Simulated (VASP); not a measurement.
# Ge4F in VASP: further runs

Ge4F is run at these levels: PBE+D3(BJ); tasks: single point.

Program: VASP 6.6.1. These are calculated values, not measurements. Logs are shortened: lines on timing, memory, paths and dates and some standing lists are left out, and cuts for length are marked.

## 1. The cell of the first run

The cell holds a slab with vacuum, 5 atoms: a = 4.030 Å, b = 4.030 Å, c = 21.642 Å, α = 90.00°, β = 90.00°, γ = 90.00°.

## 2. Single point, PBE+D3(BJ)

Input file INCAR:

```
PREC = Accurate ; ENCUT = 520
EDIFF = 1E-7 ; ISMEAR = 0
SIGMA = 0.1 ; LREAL = False
LASPH = True ; NELM = 100
ALGO = Normal ; ISIF = 2
LWAVE = False ; LCHARG = False
LDIPOL = True ; IDIPOL = 3
DIPOL = 0.5 0.5 0.336 ; GGA = PE
IVDW = 12 ; NBANDS = 40
```

Input file KPOINTS:

```
Automatic mesh
0
Gamma
  7 7 1
```

Input file POSCAR:

```
Ge4F
1.0
    4.0303587907      0.0000000000      0.0000000000
    0.0000000000      4.0303587907      0.0000000000
    0.0000000000      0.0000000000     21.6416627718
Ge F
4 1
Direct
    0.0000000000      0.5000000000      0.1848286817
    0.0000000000      0.0000000000      0.2506714513
    0.5000000000      0.0000000000      0.3196569899
    0.5000000000      0.5000000000      0.3854446333
    0.6250000000      0.6250000000      0.5379282957
```

Potentials or basis: VASP PAW PBE potentials, release 64 (Ge_d, F).

Run with:

```console
> cat potpaw_PBE.64/Ge_d/POTCAR potpaw_PBE.64/F/POTCAR > POTCAR
> mpirun -np 1 vasp_std > vasp.out
```

OUTCAR:

```text
PREC = Accurate
   ENCUT = 520
   EDIFF = 1E-7
   ISMEAR = 0
   LREAL = False
   LASPH = True
   NELM = 100
   ISIF = 2
   GGA = PE
   IVDW = 12
 IVDW          = 12

 ion  position               nearest neighbor table
   1  0.000  0.500  0.185-   2 2.47   2 2.47
   2  0.000  0.000  0.251-   1 2.47   1 2.47   3 2.51   3 2.51
   3  0.500  0.000  0.320-   4 2.47   4 2.47   2 2.51   2 2.51
   4  0.500  0.500  0.385-   3 2.47   3 2.47
   5  0.625  0.625  0.538-

  LATTYP: Found a simple tetragonal cell.
 ALAT       =     4.0303587907
 C/A-ratio  =     5.3696615849

  Lattice vectors:

 A1 = (   4.0303587907,   0.0000000000,   0.0000000000)
 A2 = (   0.0000000000,   4.0303587907,   0.0000000000)
 A3 = (   0.0000000000,   0.0000000000,  21.6416627718)

Analysis of symmetry for initial positions (statically):
=====================================================================
 Subroutine PRICEL returns:
 Original cell was already a primitive cell.

 Routine SETGRP: Setting up the symmetry group for a
 simple tetragonal supercell.

 Subroutine GETGRP returns: Found  1 space group operations
 (whereof  1 operations were pure point group operations)
 out of a pool of 16 trial point group operations.

The static configuration has the point symmetry C_1 .

Analysis of symmetry for dynamics (positions and initial velocities):
=====================================================================
 Subroutine PRICEL returns:
 Original cell was already a primitive cell.

 Routine SETGRP: Setting up the symmetry group for a
 simple tetragonal supercell.

 Subroutine GETGRP returns: Found  1 space group operations
 (whereof  1 operations were pure point group operations)
 out of a pool of 16 trial point group operations.

The dynamic configuration has the point symmetry C_1 .

 Subroutine INISYM returns: Found  1 space group operations
 (whereof  1 operations are pure point group operations),
 and found     1 'primitive' translations

----------------------------------------------------------------------------------------

                                     Primitive cell

  volume of cell :     351.5427

  direct lattice vectors                    reciprocal lattice vectors
     4.030358791  0.000000000  0.000000000     0.248116868  0.000000000  0.000000000
     0.000000000  4.030358791  0.000000000     0.000000000  0.248116868  0.000000000
     0.000000000  0.000000000 21.641662772     0.000000000  0.000000000  0.046207170

  length of vectors
     4.030358791  4.030358791 21.641662772     0.248116868  0.248116868  0.046207170

  position of ions in fractional coordinates (direct lattice)
     0.000000000  0.500000000  0.184828682
     0.000000000  0.000000000  0.250671451
     0.500000000  0.000000000  0.319656990
     0.500000000  0.500000000  0.385444633
     0.625000000  0.625000000  0.537928296

  ion indices of the primitive-cell ions
   primitive index   ion index
                 1           1
                 2           2
                 3           3
                 4           4
                 5           5

----------------------------------------------------------------------------------------

 KPOINTS: Automatic mesh

Automatic generation of k-mesh.
 Grid dimensions read from file:
 generate k-points for:    7    7    1

 Generating k-lattice:

  Cartesian coordinates                     Fractional coordinates (reciprocal lattice)
     0.035445267  0.000000000  0.000000000     0.142857143  0.000000000  0.000000000
     0.000000000  0.035445267  0.000000000     0.000000000  0.142857143  0.000000000
     0.000000000  0.000000000  0.046207170     0.000000000  0.000000000  1.000000000

  Length of vectors
     0.035445267  0.035445267  0.046207170

  Shift w.r.t. Gamma in fractional coordinates (k-lattice)
     0.000000000  0.000000000  0.000000000

 Subroutine IBZKPT returns following result:
 ===========================================

 Found     25 irreducible k-points:

 Following reciprocal coordinates:
            Coordinates               Weight
  0.000000  0.000000  0.000000      1.000000
  0.142857  0.000000  0.000000      2.000000
  0.000000  0.142857  0.000000      2.000000
  0.285714  0.000000  0.000000      2.000000
  0.000000  0.285714  0.000000      2.000000
  0.428571  0.000000  0.000000      2.000000
[... 16 lines left out ...]
  0.285714  0.428571  0.000000      2.000000
  0.428571  0.428571  0.000000      2.000000
   k-points           NKPTS =     25   k-points in BZ     NKDIM =     25   number of bands    NBANDS=     40
   number of dos      NEDOS =    301   number of ions     NIONS =      5
   total plane-waves  NPLWV = 145800
   dimension x,y,z NGX =    30 NGY =   30 NGZ =  162
   dimension x,y,z NGXF=    60 NGYF=   60 NGZF=  324
   ions per type =               4   1
   NGX,Y,Z   is equivalent  to a cutoff of  12.37, 12.37, 12.44 a.u.
   NGXF,Y,Z  is equivalent  to a cutoff of  24.75, 24.75, 24.89 a.u.
 SYSTEM =  unknown system
   PREC   = accura    normal or accurate (medium, high low for compatibility)
   ISTART =      0    job   : 0-new  1-cont  2-samecut
   ICHARG =      2    charge: 1-file 2-atom 10-const
   ISPIN  =      1    spin polarized calculation?
   LNONCOLLINEAR =      F non collinear calculations
   LSORBIT =      F    spin-orbit coupling
   LASPH  =      T    aspherical Exc in radial PAW
   ENCUT  =  520.0 eV  38.22 Ry    6.18 a.u.   7.49  7.49 40.24*2*pi/ulx,y,z
   NELM   =    100;   NELMIN=  2; NELMDL= -5     # of ELM steps
   EDIFF  = 0.1E-06   stopping-criterion for ELM
   LREAL  =      F    real-space projection
   EDIFFG = 0.1E-05   stopping-criterion for IOM
   NSW    =      0    number of steps for IOM
   IBRION =     -1    ionic relax: 0-MD 1-quasi-New 2-CG
   NFREE  =      0    steps in history (QN), initial steepest desc. (CG)
   ISIF   =      2    stress and relaxation
   ISYM   =      2    0-nonsym 1-usesym 2-fastsym
   POTIM  = 0.5000    time-step for ionic-motion
   TEBEG  =    0.0;   TEEND  =   0.0 temperature during run
   PSTRESS=    0.0 pullay stress
   NELECT =      63.0000    total number of electrons
   NUPDOWN=      -1.0000    fix difference up-down
   EMIN   =  10.00;   EMAX   =-10.00  energy-range for DOS
   EFERMI =   0.00;   METHOD = LEGACY
   ISMEAR =     0;   SIGMA  =   0.10  broadening in eV -4-tet -1-fermi 0-gaus
   EFERMI_NEDOS =   21; number of points for ismear=-14 and -15
   IALGO  =     38    algorithm
   IMIX   =      4    mixing-type and parameters
     AMIX     =   0.40;   BMIX     =  1.00
     AMIX_MAG =   1.60;   BMIX_MAG =  1.00
  volume/ion in A,a.u.               =      70.31       474.47
  Fermi-wavevector in a.u.,A,eV,Ry     =   0.922987  1.744193 11.590876  0.851905
  Thomas-Fermi vector in A             =   2.048574
   LORBIT       =      0    0 simple, 1 ext, 2 COOP (PROOUT), +10 PAW based schemes
   GGA     = PE    functional components
   LHFCALC =     F    Hartree Fock is set to
   AEXX    =    0.0000 exact exchange contribution
   IVDW    =    12    specifies the selected vdW correction
   LEPSILON=     F    determine dielectric tensor
   LRPA    =     F    only Hartree local field effects (RPA)
 non-spin polarized calculation
 Gauss-broadening in eV      SIGMA  =   0.10
  energy-cutoff  :      520.00
  volume of cell :      351.54
 maximum number of plane-waves:      9517
 NGX is ok and might be reduce to    30
   NGX = 15   NGY = 15   NGZ = 81

 number of electron      62.9999922 magnetization

 dipolmoment           0.000000      0.000000      0.501919 electrons x Angstroem

 Free energy of the ion-electron system (eV)
  ---------------------------------------------------
  ext. energy  EPLUGINS =         0.00000000
  ---------------------------------------------------
  free energy    TOTEN  =       -16.60209582 eV

  energy without entropy =      -16.53691056  energy(sigma->0) =      -16.56950319

 E-fermi :  -4.2126     XC(G=0):  -3.8990

 val. band max:       -4.2196386841   @ k =   0.4286   0.4286   0.0000
 cond. band min:      -4.1813728880   @ k =   0.2857   0.2857   0.0000
 fundamental gap:      0.0382657961
 Fermi energy:        -4.2126100348

 k-point     1 :       0.0000    0.0000    0.0000
  band No.  band energies     occupation
      1     -28.8450      2.00000
      2     -28.8172      2.00000
      3     -28.7645      2.00000
      4     -28.7605      2.00000
      5     -28.7049      2.00000
      6     -28.5419      2.00000
[... 32 lines left out ...]
     39       0.4937      0.00000
     40       1.7799      0.00000

 k-point     2 :       0.1429    0.0000    0.0000
  band No.  band energies     occupation
      1     -28.8443      2.00000
      2     -28.8174      2.00000
      3     -28.7646      2.00000
      4     -28.7606      2.00000
      5     -28.7048      2.00000
      6     -28.5481      2.00000
[... 32 lines left out ...]
     39       0.6483      0.00000
     40       2.1663      0.00000

 k-point     3 :       0.0000    0.1429    0.0000
  band No.  band energies     occupation
      1     -28.8448      2.00000
      2     -28.8177      2.00000
      3     -28.7645      2.00000
      4     -28.7606      2.00000
      5     -28.7026      2.00000
      6     -28.5450      2.00000
[... 32 lines left out ...]
     39       0.8532      0.00000
     40       1.9793      0.00000

 k-point     4 :       0.2857    0.0000    0.0000
  band No.  band energies     occupation
      1     -28.8429      2.00000
      2     -28.8178      2.00000
      3     -28.7647      2.00000
      4     -28.7610      2.00000
      5     -28.7045      2.00000
      6     -28.5489      2.00000
[... 32 lines left out ...]
     39       1.5795      0.00000
     40       1.9312      0.00000
[... 772 lines left out ...]
     39       2.0948      0.00000
     40       2.4730      0.00000

 k-point    23 :       0.2857    0.4286    0.0000
  band No.  band energies     occupation
      1     -28.8426      2.00000
      2     -28.8206      2.00000
      3     -28.7630      2.00000
      4     -28.7513      2.00000
      5     -28.7089      2.00000
      6     -28.5521      2.00000
[... 32 lines left out ...]
     39       2.1543      0.00000
     40       2.8565      0.00000

 k-point    24 :       0.4286    0.4286    0.0000
  band No.  band energies     occupation
      1     -28.8415      2.00000
      2     -28.8209      2.00000
      3     -28.7633      2.00000
      4     -28.7515      2.00000
      5     -28.7090      2.00000
      6     -28.5515      2.00000
[... 32 lines left out ...]
     39       2.1474      0.00000
     40       2.7388      0.00000

 [... further k-points ...]

------------------------ aborting loop because EDIFF is reached ----------------------------------------

 vacuum level on the upper side and lower side of the slab       (xc-potential included)         2.720        -2.733

 Edisp (eV)   -0.88088

 E8    (eV) :    -0.4076

  FORCE on cell =-STRESS in cart. coord.  units (eV):
  Direction    XX          YY          ZZ          XY          YZ          ZX
  --------------------------------------------------------------------------------------
  -------------------------------------------------------------------------------------
  Total      -2.21814     0.56660    -2.92118    -0.04456    -0.32006    -0.30085
  in kB     -10.10932     2.58231   -13.31347    -0.20309    -1.45871    -1.37113
  external pressure =       -6.95 kB  Pullay stress =        0.00 kB

 VOLUME and BASIS-vectors are now :
 -----------------------------------------------------------------------------
  energy-cutoff  :      520.00
  volume of cell :      351.54
      direct lattice vectors                 reciprocal lattice vectors
     4.030358791  0.000000000  0.000000000     0.248116868  0.000000000  0.000000000
     0.000000000  4.030358791  0.000000000     0.000000000  0.248116868  0.000000000
     0.000000000  0.000000000 21.641662772     0.000000000  0.000000000  0.046207170

 POSITION                                       TOTAL-FORCE (eV/Angst)
 -----------------------------------------------------------------------------------
      0.00000      2.01518      4.00000         0.002548      0.010893     -0.101810
      0.00000      0.00000      5.42495         0.005188      0.009455      0.118368
      2.01518      0.00000      6.91791         0.040733     -0.034507      0.077154
      2.01518      2.01518      8.34166         0.017288      0.103482      0.781990
      2.51897      2.51897     11.64166        -0.065757     -0.089323     -0.875702
 -----------------------------------------------------------------------------------
    total drift:                               -0.000015      0.000002     -0.000334

  FREE ENERGIE OF THE ION-ELECTRON SYSTEM (eV)
  ---------------------------------------------------
  free  energy   TOTEN  =       -17.4829748974 eV

  energy  without entropy=      -17.4177896317  energy(sigma->0) =      -17.45038226

 vacuum level on the upper side and lower side of the slab         6.237         0.646
```

Wall time 6.2 min (1 thread of Intel Xeon 6975P-C (Granite Rapids), shared host); peak memory 0.53 GiB.

Results:

- Free energy: -17.4830 eV
- Largest force: 0.883 eV/Å
- Band gap on the k mesh: zero (an odd number of electrons rules out a gap without spin polarisation)
- Dispersion energy per atom: -0.176 eV

Forces in eV/Å, atoms in the order of the input:
```
Ge   0.003  0.011 -0.102
Ge   0.005  0.009  0.118
Ge   0.041 -0.035  0.077
Ge   0.017  0.103  0.782
F   -0.066 -0.089 -0.876
```

Caveat: an odd number of electrons without spin polarisation forces a metal; a magnetic or distorted state may lie lower.

## 3. Single point, PBE+D3(BJ)

Input file INCAR:

```
PREC     = Accurate       # precision mode
ENCUT    = 520            # plane-wave cutoff, eV
EDIFF    = 1E-6           # SCF threshold, eV
ISMEAR   = 0              # smearing method
SIGMA    = 0.1            # smearing width, eV
LREAL    = False          # projectors in reciprocal space
LASPH    = True           # aspherical terms in the spheres
NELM     = 100            # most SCF steps
ALGO     = Normal         # electronic algorithm
ISIF     = 2              # what is computed and relaxed
LWAVE    = False          # write WAVECAR
LCHARG   = False          # write CHGCAR
LDIPOL   = True         
IDIPOL   = 3            
DIPOL    = 0.5 0.5 0.336
GGA      = PE             # functional
IVDW     = 12             # dispersion correction
NBANDS   = 40             # bands
```

Input file KPOINTS:

```
regular mesh
0
Gamma
  7 7 1
```

Edit POSCAR of step 2 so:

```diff
@@ -12,2 +12,2 @@
     0.5000000000      0.5000000000      0.3854446333
-    0.6250000000      0.6250000000      0.5379282957
+    0.6250000000      0.8750000000      0.5379282957
```

Potentials or basis: VASP PAW PBE potentials, release 64 (Ge_d, F).

Run with:

```console
> cat potpaw_PBE.64/Ge_d/POTCAR potpaw_PBE.64/F/POTCAR > POTCAR
> mpirun -np 1 vasp_std > vasp.out
```

Run time: 6.1 min. Hardware: 1 thread of Intel Xeon 6975P-C (Granite Rapids), shared host; peak memory 0.53 GiB.

Results (log left out):

- Free energy: -17.3687 eV
- Largest force: 0.627 eV/Å
- Band gap on the k mesh: zero (an odd number of electrons rules out a gap without spin polarisation)
- Dispersion energy per atom: -0.176 eV

Forces in eV/Å, atoms in the order of the input:
```
Ge  -0.001  0.013 -0.081
Ge   0.006  0.010  0.089
Ge   0.022 -0.038  0.029
Ge   0.008  0.105  0.582
F   -0.035 -0.090 -0.620
```

Levels at points of the mesh, in eV from the Fermi level:
| k point | band 29 | band 30 | band 31 | band 32 | band 33 | band 34 | band 35 | band 36 |
| --- | --- | --- | --- | --- | --- | --- | --- | --- |
| (0.00, 0.00, 0.00) | -0.23 | -0.05 | -0.04 | 0.82 | 1.31 | 1.94 | 2.09 | 2.42 |

Caveat: an odd number of electrons without spin polarisation forces a metal; a magnetic or distorted state may lie lower.

(Continued in part 2 of 2.)

The gap in the log of VASP goes by the Fermi energy; the results here count the filled bands.